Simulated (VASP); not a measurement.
A run of VASP 6.6.1:

File INCAR:

```
SYSTEM = Al2MoN3
  ALGO = Normal
  EDIFF = 1E-7
  EDIFFG = -0.04
  ENCUT = 600
  GGA = PE
  IBRION = 2
  ISIF = 3
  ISMEAR = 0
  ISPIN = 2
  LASPH = .TRUE.
  LCHARG = .FALSE.
  LMAXMIX = 4
  LORBIT = 11
  LREAL = .FALSE.
  LWAVE = .FALSE.
  MAGMOM = 0 0 3.69 -0.39 -0.39 -0.39
  NELM = 150
  NSW = 90
  PREC = Accurate
  SIGMA = 0.1
```

File KPOINTS:

```
k-points
0
G
  3 3 6
  0 0 0
```

File POSCAR:

```
Al2MoN3
1.0
    6.0386048713      0.0000000000      0.0000000000
   -3.0193024357      5.2295852220      0.0000000000
    0.0000000000      0.0000000000      3.1124354322
Al Mo N
2 1 3
Direct
    0.3333333333      0.6666666667      0.5000000000
    0.6666666667      0.3333333333      0.5000000000
    0.0000000000      0.0000000000      0.0000000000
    0.5000000000      0.0000000000      0.5000000000
    0.0000000000      0.5000000000      0.5000000000
    0.5000000000      0.5000000000      0.5000000000
```

Potentials or basis: VASP PAW PBE potentials, release 64 (Al, Mo_sv, N).

Launch:

```console
$ cat potpaw_PBE.64/Al/POTCAR potpaw_PBE.64/Mo_sv/POTCAR potpaw_PBE.64/N/POTCAR > POTCAR
$ mpirun -np 1 vasp_std > vasp.out
```

Hardware: 1 thread of Intel(R) Xeon(R) 6975P-C (Granite Rapids), on a shared host.

Q: How long does it take, and how much memory?

A: Wall time 91 s on 1 thread of Intel(R) Xeon(R) 6975P-C (Granite Rapids) (shared host), peak memory 0.32 GiB. Counts: scf iterations 45, k points 12, ion steps 3.
